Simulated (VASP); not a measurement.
# Na2S (Fm-3m) in VASP: further runs, part 2 of 2

VASP 6.6.1. Earlier steps stand in the parts before.

## 4. Single point, r2SCAN

This run uses another cell than the first one, of 23.00 Å³/atom, 0.971 times its volume.

The input, POSCAR:

```
Na2S
1.0
    0.0000000000      3.2554324613      3.2554324613
    3.2554324613      0.0000000000      3.2554324613
    3.2554324613      3.2554324613      0.0000000000
S Na
1 2
Direct
    0.0000000000      0.0000000000      0.0000000000
    0.2500000000      0.2500000000      0.2500000000
    0.7500000000      0.7500000000      0.7500000000
```

The input, INCAR.step1:

```
SYSTEM = Na2S
  PREC = Accurate
  ENCUT = 550
  ISMEAR = 0
  SIGMA = 0.01
  LREAL = .FALSE.
  LASPH = .TRUE.
  NELM = 120
  NBANDS = 17
  GGA = PE
  ALGO = Normal
  EDIFF = 1E-5
  LWAVE = .TRUE.
  LCHARG = .FALSE.
  GGA_COMPAT = .FALSE.
```

The input, INCAR.step2:

```
SYSTEM = Na2S
  PREC = Accurate
  ENCUT = 550
  EDIFF = 1E-6
  ISMEAR = 0
  SIGMA = 0.01
  LREAL = .FALSE.
  LASPH = .TRUE.
  NELM = 120
  ALGO = Normal
  ISIF = 2
  LWAVE = .FALSE.
  LCHARG = .FALSE.
  METAGGA = R2SCAN
  LMIXTAU = .TRUE.
  NBANDS = 17
  ISTART = 1
  GGA_COMPAT = .FALSE.
```

The input, KPOINTS:

```
regular mesh
0
G
  8 8 8
  0 0 0
```

Potentials or basis: VASP PAW PBE potentials, release 64 (S, Na_pv).

The run is started by

```bash
> cat potpaw_PBE.64/S/POTCAR potpaw_PBE.64/Na_pv/POTCAR > POTCAR
> cp INCAR.step1 INCAR
> mpirun -np 1 vasp_std > vasp.out
> cp INCAR.step2 INCAR
> mpirun -np 1 vasp_std > vasp.out
```

OUTCAR:

```text
SYSTEM = Na2S
   PREC = Accurate
   ENCUT = 550
   EDIFF = 1E-6
   ISMEAR = 0
   LREAL = .FALSE.
   LASPH = .TRUE.
   NELM = 120
   ISIF = 2
   METAGGA = R2SCAN
   ISTART = 1

 ion  position               nearest neighbor table
   1  0.000  0.000  0.000-
   2  0.250  0.250  0.250-
   3  0.750  0.750  0.750-

  LATTYP: Found a face centered cubic cell.
 ALAT       =     6.5108649226

  Lattice vectors:

 A1 = (   0.0000000000,   3.2554324613,   3.2554324613)
 A2 = (   3.2554324613,   0.0000000000,   3.2554324613)
 A3 = (   3.2554324613,   3.2554324613,   0.0000000000)

Analysis of symmetry for initial positions (statically):
=====================================================================
 Subroutine PRICEL returns:
 Original cell was already a primitive cell.

 Routine SETGRP: Setting up the symmetry group for a
 face centered cubic supercell.

 Subroutine GETGRP returns: Found 48 space group operations
 (whereof 48 operations were pure point group operations)
 out of a pool of 48 trial point group operations.

The static configuration has the point symmetry O_h .

Analysis of symmetry for dynamics (positions and initial velocities):
=====================================================================
 Subroutine PRICEL returns:
 Original cell was already a primitive cell.

 Routine SETGRP: Setting up the symmetry group for a
 face centered cubic supercell.

 Subroutine GETGRP returns: Found 48 space group operations
 (whereof 48 operations were pure point group operations)
 out of a pool of 48 trial point group operations.

The dynamic configuration has the point symmetry O_h .

 Subroutine INISYM returns: Found 48 space group operations
 (whereof 48 operations are pure point group operations),
 and found     1 'primitive' translations

----------------------------------------------------------------------------------------

                                     Primitive cell

  volume of cell :      69.0011

  direct lattice vectors                    reciprocal lattice vectors
     0.000000000  3.255432461  3.255432461    -0.153589425  0.153589425  0.153589425
     3.255432461  0.000000000  3.255432461     0.153589425 -0.153589425  0.153589425
     3.255432461  3.255432461  0.000000000     0.153589425  0.153589425 -0.153589425

  length of vectors
     4.603876738  4.603876738  4.603876738     0.266024688  0.266024688  0.266024688

  position of ions in fractional coordinates (direct lattice)
     0.000000000  0.000000000  0.000000000
     0.250000000  0.250000000  0.250000000
     0.750000000  0.750000000  0.750000000

  ion indices of the primitive-cell ions
   primitive index   ion index
                 1           1
                 2           2
                 3           3

----------------------------------------------------------------------------------------

 KPOINTS: regular mesh

Automatic generation of k-mesh.
 Grid dimensions read from file:
 generate k-points for:    8    8    8

 Generating k-lattice:

  Cartesian coordinates                     Fractional coordinates (reciprocal lattice)
    -0.019198678  0.019198678  0.019198678     0.125000000  0.000000000  0.000000000
     0.019198678 -0.019198678  0.019198678     0.000000000  0.125000000  0.000000000
     0.019198678  0.019198678 -0.019198678     0.000000000  0.000000000  0.125000000

  Length of vectors
     0.033253086  0.033253086  0.033253086

  Shift w.r.t. Gamma in fractional coordinates (k-lattice)
     0.000000000  0.000000000  0.000000000

 Subroutine IBZKPT returns following result:
 ===========================================

 Found     29 irreducible k-points:

 Following reciprocal coordinates:
            Coordinates               Weight
  0.000000  0.000000  0.000000      1.000000
  0.125000  0.000000  0.000000      8.000000
  0.250000  0.000000  0.000000      8.000000
  0.375000  0.000000  0.000000      8.000000
  0.500000  0.000000  0.000000      4.000000
  0.125000  0.125000  0.000000      6.000000
[... 16 lines left out ...]
  0.500000  0.250000  0.125000     48.000000
 -0.375000  0.250000  0.125000     24.000000
 [... further k-points ...]
   k-points           NKPTS =     29   k-points in BZ     NKDIM =     29   number of bands    NBANDS=     17
   number of dos      NEDOS =    301   number of ions     NIONS =      3
   total plane-waves  NPLWV =  46656
   dimension x,y,z NGX =    36 NGY =   36 NGZ =   36
   dimension x,y,z NGXF=    72 NGYF=   72 NGZF=   72
   ions per type =               1   2
   NGX,Y,Z   is equivalent  to a cutoff of  13.00, 13.00, 13.00 a.u.
   NGXF,Y,Z  is equivalent  to a cutoff of  26.00, 26.00, 26.00 a.u.
 SYSTEM =  Na2S
   PREC   = accura    normal or accurate (medium, high low for compatibility)
   ISTART =      1    job   : 0-new  1-cont  2-samecut
   ICHARG =      0    charge: 1-file 2-atom 10-const
   ISPIN  =      1    spin polarized calculation?
   LNONCOLLINEAR =      F non collinear calculations
   LSORBIT =      F    spin-orbit coupling
   LASPH  =      T    aspherical Exc in radial PAW
   ENCUT  =  550.0 eV  40.42 Ry    6.36 a.u.   8.80  8.80  8.80*2*pi/ulx,y,z
   NELM   =    120;   NELMIN=  2; NELMDL=  0     # of ELM steps
   EDIFF  = 0.1E-05   stopping-criterion for ELM
   LREAL  =      F    real-space projection
   EDIFFG = 0.1E-04   stopping-criterion for IOM
   NSW    =      0    number of steps for IOM
   IBRION =     -1    ionic relax: 0-MD 1-quasi-New 2-CG
   NFREE  =      0    steps in history (QN), initial steepest desc. (CG)
   ISIF   =      2    stress and relaxation
   ISYM   =      2    0-nonsym 1-usesym 2-fastsym
   POTIM  = 0.5000    time-step for ionic-motion
   TEBEG  =    0.0;   TEEND  =   0.0 temperature during run
   PSTRESS=    0.0 pullay stress
   NELECT =      20.0000    total number of electrons
   NUPDOWN=      -1.0000    fix difference up-down
   EMIN   =  10.00;   EMAX   =-10.00  energy-range for DOS
   EFERMI =   0.00;   METHOD = LEGACY
   ISMEAR =     0;   SIGMA  =   0.01  broadening in eV -4-tet -1-fermi 0-gaus
   EFERMI_NEDOS =   21; number of points for ismear=-14 and -15
   IALGO  =     38    algorithm
   IMIX   =      4    mixing-type and parameters
     AMIX     =   0.40;   BMIX     =  1.00
     AMIX_MAG =   1.60;   BMIX_MAG =  1.00
  volume/ion in A,a.u.               =      23.00       155.21
  Fermi-wavevector in a.u.,A,eV,Ry     =   1.083427  2.047379 15.970697  1.173813
  Thomas-Fermi vector in A             =   2.219492
   LORBIT       =      0    0 simple, 1 ext, 2 COOP (PROOUT), +10 PAW based schemes
   METAGGA = R2SCAN    functional components
   LHFCALC =     F    Hartree Fock is set to
   AEXX    =    0.0000 exact exchange contribution
   IVDW    =     0    specifies the selected vdW correction
   LEPSILON=     F    determine dielectric tensor
   LRPA    =     F    only Hartree local field effects (RPA)
 non-spin polarized calculation
 Gauss-broadening in eV      SIGMA  =   0.01
  energy-cutoff  :      550.00
  volume of cell :       69.00
 maximum number of plane-waves:      2085
   NGX = 17   NGY = 17   NGZ = 17

 number of electron      19.9999984 magnetization

 Free energy of the ion-electron system (eV)
  ---------------------------------------------------
  ext. energy  EPLUGINS =         0.00000000
  ---------------------------------------------------
  free energy    TOTEN  =       -18.96731541 eV

  energy without entropy =      -18.96731541  energy(sigma->0) =      -18.96731541

 E-fermi :   0.0544     XC(G=0):  -8.3203

 val. band max:       -0.0738101215   @ k =   0.0000   0.0000   0.0000
 cond. band min:       3.0389444804   @ k =   0.0000   0.0000   0.0000
 fundamental gap:      3.1127546019
 Fermi energy:         0.0543648662

 k-point     1 :       0.0000    0.0000    0.0000
  band No.  band energies     occupation
      1     -23.0972      2.00000
      2     -23.0972      2.00000
      3     -23.0972      2.00000
      4     -23.0451      2.00000
      5     -23.0451      2.00000
      6     -23.0451      2.00000
[... 9 lines left out ...]
     16       9.7861      0.00000
     17      11.8644      0.00000

 k-point     2 :       0.1250    0.0000    0.0000
  band No.  band energies     occupation
      1     -23.0960      2.00000
      2     -23.0953      2.00000
      3     -23.0953      2.00000
      4     -23.0482      2.00000
      5     -23.0472      2.00000
      6     -23.0472      2.00000
[... 9 lines left out ...]
     16       9.4308      0.00000
     17      11.4062      0.00000
[... 421 lines left out ...]
 k-point    24 :      -0.3750    0.2500    0.1250
  band No.  band energies     occupation
      1     -23.1065      2.00000
      2     -23.1012      2.00000
      3     -23.0737      2.00000
      4     -23.0735      2.00000
      5     -23.0463      2.00000
      6     -23.0451      2.00000
[... 9 lines left out ...]
     16      11.3478      0.00000
     17      12.6215      0.00000

 [... further k-points ...]
[... 5 lines left out ...]
  --------------------------------------------------------------------------------------
  -------------------------------------------------------------------------------------
  Total       -0.0288276     -0.0288276     -0.0288276      0.0000000      0.0000000      0.0000000
  in kB       -0.6693645     -0.6693645     -0.6693645      0.0000000      0.0000000      0.0000000
  external PRESSURE =      -0.6693645 kB  Pullay stress =       0.0000000 kB

 VOLUME and BASIS-vectors are now :
 -----------------------------------------------------------------------------
  energy-cutoff  :      550.00
  volume of cell :       69.00
      direct lattice vectors                 reciprocal lattice vectors
     0.000000000  3.255432461  3.255432461    -0.153589425  0.153589425  0.153589425
     3.255432461  0.000000000  3.255432461     0.153589425 -0.153589425  0.153589425
     3.255432461  3.255432461  0.000000000     0.153589425  0.153589425 -0.153589425

 POSITION                                       TOTAL-FORCE (eV/Angst)
 -----------------------------------------------------------------------------------
      0.00000      0.00000      0.00000        -0.000000      0.000000     -0.000000
      1.62772      1.62772      1.62772         0.000000      0.000000      0.000000
      4.88315      4.88315      4.88315        -0.000000     -0.000000     -0.000000
 -----------------------------------------------------------------------------------
    total drift:                                0.000000      0.000000      0.000000

  FREE ENERGIE OF THE ION-ELECTRON SYSTEM (eV)
  ---------------------------------------------------
  free  energy   TOTEN  =       -18.9673154059 eV

  energy  without entropy=      -18.9673154059  energy(sigma->0) =      -18.96731541
```

It took 57 s on 1 thread of Intel Xeon 6975P-C (Granite Rapids), shared host; peak memory 0.21 GiB.

Results:

| Property | Result |
| --- | --- |
| Free energy | -18.9673 eV |
| Pressure | -0.1 GPa |
| Band gap on the k mesh | 3.11 eV, direct |

Levels at points of the mesh, in eV from the valence-band top:
| k point | band 7 | band 8 | band 9 | band 10 | band 11 | band 12 | band 13 | band 14 |
| --- | --- | --- | --- | --- | --- | --- | --- | --- |
| (0.00, 0.00, 0.00) | -10.58 | 0.00 | 0.00 | 0.00 | 3.11 | 8.47 | 8.47 | 8.47 |
| (0.50, 0.00, 0.00) | -10.32 | -1.63 | -0.12 | -0.12 | 5.57 | 6.98 | 7.69 | 7.69 |
| (0.50, 0.50, 0.00) | -10.24 | -1.44 | -0.45 | -0.45 | 4.20 | 6.77 | 9.43 | 10.61 |

Caveat: the PAW data sets were made with another functional, which shifts forces and pressure a little.

## 5. The runs side by side

```tsv
cell	k mesh	gap on the mesh (eV)	pressure (GPa)
a = 4.649 Å, angles 60.0°, 3 atoms	6 × 6 × 6	3.01	-1.0
a = 4.694 Å, angles 60.0°, 3 atoms	6 × 6 × 6	2.91	-1.7
a = 4.604 Å, angles 60.0°, 3 atoms	8 × 8 × 8	3.11	-0.1
```

Alike in all rows: task single point; level r2SCAN; potentials or basis VASP PAW PBE potentials, release 64 (S, Na_pv); no spin polarisation; cutoff (eV) 550; smearing gaussian 0.01 eV.

Caveats: the PAW data sets were made with another functional, which shifts forces and pressure a little.

Total energies depend on the potentials used, so only differences within one code and one set of settings carry meaning.
